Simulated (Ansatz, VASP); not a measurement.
# HC8: VASP beside Ansatz

```
CELL_PARAMETERS angstrom
4.93130 0.00000 0.00000
-2.46565 4.27064 0.00000
0.00000 0.00000 17.00003
ATOMIC_POSITIONS crystal
C 0.33333 0.16667 0.23530
C 0.33333 0.66667 0.23530
C 0.83333 0.16667 0.23530
C 0.83333 0.66667 0.23530
C 0.16667 0.33333 0.23529
C 0.16667 0.83333 0.23529
C 0.66667 0.33333 0.23529
C 0.66667 0.83333 0.23529
H 0.50000 0.16667 0.40177
```

Alike in both runs: task single point; functional PBE; dispersion D3(BJ); k mesh 6 × 6 × 1; occupations gaussian, width 0.1 eV; collinear spin.

```csv
,VASP,Ansatz
version,VASP 6.6.1,Ansatz 0.2.0
potentials or method,"VASP PAW PBE potentials, release 64 (C, H), cutoff 520 eV","scalar-relativistic, plane waves, PAW"
valence electrons in the cell,33,33
```

```tsv
	VASP	Ansatz	Ansatz less VASP
gap on the k mesh at the Fermi level (eV)	0.01	0.01	0.000
least direct gap on the mesh (eV)	0.01	0.01	0.000
rms of the force components (eV/Å)	0.009	0.009	-0.0001
net moment per atom (μB)	0.11	0.11	0.000
size of the moment on the site where the two differ most (μB)	0.38	0.86	+0.480
```

Site moments also hang on the region over which each program counts them. Atom by atom the forces differ by 0.000 eV/Å (rms over components). Ansatz's warnings: stability check not made, structure snapped to symmetry.
